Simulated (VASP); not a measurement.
# BaTe (P6_3/mmc) in VASP: single point with HSE06

Aim: the single point of BaTe with HSE06.

Everything below comes from runs of VASP 6.6.1. Logs are shortened: lines on timing, memory, paths and dates and some standing lists are left out, and cuts for length are marked.

**1. The cell of the first run**

Symmetry: P6_3/mmc, No. 194, hexagonal system. Conventional cell: a = 5.972 Å, b = 5.972 Å, c = 7.004 Å, α = 90.00°, β = 90.00°, γ = 120.00°. Ba (site symmetry -6m2) has 5 Te at 3.45 to 3.50 Å within 4.5 Å. Within 4.5 Å of Te (site symmetry -6m2) lie 5 Ba at 3.45 to 3.50 Å.

**2. Single point, HSE06**

Contents of POSCAR:

```
BaTe
1.0
    5.9721823866      0.0000000000      0.0000000000
   -2.9860911933      5.1720616628      0.0000000000
    0.0000000000      0.0000000000      7.0036862921
Ba Te
2 2
Direct
    0.3333333333      0.6666666667     -0.0625000000
    0.6666666667      0.3333333333      0.4375000000
    0.3333333333      0.6666666667      0.4375000000
    0.6666666667      0.3333333333      0.9375000000
```

Contents of INCAR.step1:

```
SYSTEM = BaTe
PREC = Accurate
ENCUT = 520
EDIFF = 1E-5
ISMEAR = 0
SIGMA = 0.01
LREAL = .FALSE.
LASPH = .TRUE.
NELM = 60
ALGO = Normal
ISIF = 2
LWAVE = .TRUE.
LCHARG = .FALSE.
NBANDS = 24
GGA = PE
```

Contents of INCAR.step2:

```
SYSTEM = BaTe
PREC = Accurate
ENCUT = 520
EDIFF = 1E-6
ISMEAR = 0
SIGMA = 0.01
LREAL = .FALSE.
LASPH = .TRUE.
NELM = 60
ALGO = Normal
ISIF = 2
LWAVE = .FALSE.
LCHARG = .FALSE.
GGA = PE
LHFCALC = .TRUE.
HFSCREEN = 0.2079
PRECFOCK = Normal
NBANDS = 24
ISTART = 1
```

Contents of KPOINTS:

```
Automatic mesh
0
G
  3 3 2
  0 0 0
```

Potentials or basis: VASP PAW PBE potentials, release 64 (Ba_sv, Te).

Command:

```console
$ cat potpaw_PBE.64/Ba_sv/POTCAR potpaw_PBE.64/Te/POTCAR > POTCAR
$ cp INCAR.step1 INCAR
$ mpirun -np 1 vasp_std > vasp.out
$ cp INCAR.step2 INCAR
$ mpirun -np 1 vasp_std > vasp.out
```

OUTCAR:

```text
SYSTEM = BaTe
   PREC = Accurate
   ENCUT = 520
   EDIFF = 1E-6
   ISMEAR = 0
   LREAL = .FALSE.
   LASPH = .TRUE.
   NELM = 60
   ISIF = 2
   GGA = PE
   LHFCALC = .TRUE.
   HFSCREEN = 0.2079
   PRECFOCK = Normal
   ISTART = 1

 ion  position               nearest neighbor table
   1  0.333  0.667  0.938-   4 3.45   4 3.45   4 3.45   3 3.50   3 3.50
   2  0.667  0.333  0.438-   3 3.45   3 3.45   3 3.45   4 3.50   4 3.50
   3  0.333  0.667  0.438-   2 3.45   2 3.45   2 3.45   1 3.50   1 3.50
   4  0.667  0.333  0.938-   1 3.45   1 3.45   1 3.45   2 3.50   2 3.50

  LATTYP: Found a hexagonal cell.
 ALAT       =     5.9721823866
 C/A-ratio  =     1.1727180851

  Lattice vectors:

 A1 = (   5.9721823866,   0.0000000000,   0.0000000000)
 A2 = (  -2.9860911933,   5.1720616628,   0.0000000000)
 A3 = (   0.0000000000,   0.0000000000,   7.0036862921)

Analysis of symmetry for initial positions (statically):
=====================================================================
 Subroutine PRICEL returns:
 Original cell was already a primitive cell.

 Routine SETGRP: Setting up the symmetry group for a
 hexagonal supercell.

 Subroutine GETGRP returns: Found 24 space group operations
 (whereof  6 operations were pure point group operations)
 out of a pool of 24 trial point group operations.

The static configuration has the point symmetry C_3v.
 The point group associated with its full space group is D_6h.

Analysis of symmetry for dynamics (positions and initial velocities):
=====================================================================
 Subroutine PRICEL returns:
 Original cell was already a primitive cell.

 Routine SETGRP: Setting up the symmetry group for a
 hexagonal supercell.

 Subroutine GETGRP returns: Found 24 space group operations
 (whereof  6 operations were pure point group operations)
 out of a pool of 24 trial point group operations.

The dynamic configuration has the point symmetry C_3v.
 The point group associated with its full space group is D_6h.

 Subroutine INISYM returns: Found 24 space group operations
 (whereof  6 operations are pure point group operations),
 and found     1 'primitive' translations

[... 84 lines left out ...]
   NFREE  =      0    steps in history (QN), initial steepest desc. (CG)
   ISIF   =      2    stress and relaxation
   ISYM   =      3    0-nonsym 1-usesym 2-fastsym
   POTIM  = 0.5000    time-step for ionic-motion
   TEBEG  =    0.0;   TEEND  =   0.0 temperature during run
   PSTRESS=    0.0 pullay stress
   NELECT =      32.0000    total number of electrons
   NUPDOWN=      -1.0000    fix difference up-down
   EMIN   =  10.00;   EMAX   =-10.00  energy-range for DOS
   EFERMI =   0.00;   METHOD = LEGACY
   ISMEAR =     0;   SIGMA  =   0.01  broadening in eV -4-tet -1-fermi 0-gaus
   EFERMI_NEDOS =   21; number of points for ismear=-14 and -15
   IALGO  =     38    algorithm
   IMIX   =      1    mixing-type and parameters
     AMIX     =   0.40;   BMIX     =  1.00
     AMIX_MAG =   1.60;   BMIX_MAG =  1.00
  volume/ion in A,a.u.               =      54.08       364.97
  Fermi-wavevector in a.u.,A,eV,Ry     =   0.865799  1.636123 10.199031  0.749608
  Thomas-Fermi vector in A             =   1.984095
   LORBIT       =      0    0 simple, 1 ext, 2 COOP (PROOUT), +10 PAW based schemes
   GGA     = PE    functional components
   LHFCALC =     T    Hartree Fock is set to
   PRECFOCK=normal    Normal, Fast or Accurate (Low or Medium for compatibility)
   ENCUT4O =  -1.0   cutoff for four orbital integrals eV
   NKREDX  =     1    reduce k-point grid by
   NKREDY  =     1    reduce k-point grid by
   NKREDZ  =     1    reduce k-point grid by
   AEXX    =    0.2500 exact exchange contribution
   HFSCREEN=    0.2079 screening length (either q_TF or 0.3 A-1)
   HFSCREENC=   0.2079 screening length for correlation (either q_TF or 0.3 A-1)
   ENCUTFOCK=  -1.0 apply spherical cutoff to Coloumb kernel
   IVDW    =     0    specifies the selected vdW correction
   LEPSILON=     F    determine dielectric tensor
   LRPA    =     F    only Hartree local field effects (RPA)
 non-spin polarized calculation
 Gauss-broadening in eV      SIGMA  =   0.01
  energy-cutoff  :      520.00
  volume of cell :      216.33
 maximum number of plane-waves:      5870
 NGX is ok and might be reduce to    48
  NGX = 36; NGY = 36; NGZ = 40

 number of electron      32.0000000 magnetization

 Free energy of the ion-electron system (eV)
  ---------------------------------------------------
  ext. energy  EPLUGINS =         0.00000000
  ---------------------------------------------------
  free energy    TOTEN  =       -19.02674455 eV

  energy without entropy =      -19.02674455  energy(sigma->0) =      -19.02674455

 E-fermi :   0.5736     XC(G=0):  -5.9806

 val. band max:        0.5022140068   @ k =   0.0000   0.0000   0.0000
 cond. band min:       3.1372960985   @ k =   0.3333   0.3333   0.0000
 fundamental gap:      2.6350820917
 Fermi energy:         0.5736033567

 k-point     1 :       0.0000    0.0000    0.0000
  band No.  band energies     occupation
      1     -28.6744      2.00000
      2     -28.6580      2.00000
      3     -12.9386      2.00000
      4     -12.8749      2.00000
      5     -12.8749      2.00000
      6     -12.8007      2.00000
[... 151 lines left out ...]
     23       6.4220      0.00000
     24       6.4220      0.00000

------------------------ aborting loop because EDIFF is reached ----------------------------------------

  FORCE on cell =-STRESS in cart. coord.  units (eV):
  Direction    XX          YY          ZZ          XY          YZ          ZX
  --------------------------------------------------------------------------------------
  -------------------------------------------------------------------------------------
  Total       -0.0785896     -0.0785896      0.6139289      0.0000000     -0.0000000      0.0000000
  in kB       -0.5820394     -0.5820394      4.5467933      0.0000000     -0.0000000      0.0000000
  external PRESSURE =       1.1275715 kB  Pullay stress =       0.0000000 kB

 VOLUME and BASIS-vectors are now :
 -----------------------------------------------------------------------------
  energy-cutoff  :      520.00
  volume of cell :      216.33
      direct lattice vectors                 reciprocal lattice vectors
     5.972182387  0.000000000  0.000000000     0.167442977  0.096673248  0.000000000
    -2.986091193  5.172061663  0.000000000     0.000000000  0.193346496  0.000000000
     0.000000000  0.000000000  7.003686292     0.000000000  0.000000000  0.142781952

 POSITION                                       TOTAL-FORCE (eV/Angst)
 -----------------------------------------------------------------------------------
     -0.00000      3.44804      6.56596        -0.000000      0.000000     -0.000000
      2.98609      1.72402      3.06411        -0.000000     -0.000000      0.000000
     -0.00000      3.44804      3.06411         0.000000     -0.000000     -0.000000
      2.98609      1.72402      6.56596         0.000000      0.000000     -0.000000
 -----------------------------------------------------------------------------------
    total drift:                                0.000002      0.000000      0.000005

  FREE ENERGIE OF THE ION-ELECTRON SYSTEM (eV)
  ---------------------------------------------------
  free  energy   TOTEN  =       -19.0267445513 eV

  energy  without entropy=      -19.0267445513  energy(sigma->0) =      -19.02674455
```

Run time: 18 min. Hardware: 1 thread of Intel Xeon Platinum 8259CL at 2.50GHz (Skylake/Cascade Lake), shared host; peak memory 0.5 GiB.

Results:

* Free energy: -19.0267 eV
* Pressure: 0.1 GPa
* Band gap on the k mesh: 2.64 eV (least direct gap 2.93 eV)

Caveat: the k points lie up to 0.45 Å⁻¹ apart; the structure was generated, so it needn't be the stable form of BaTe; the PAW data sets were made with another functional, which shifts forces and pressure a little; spin-orbit coupling is left out, which moves the levels of the heavy elements.
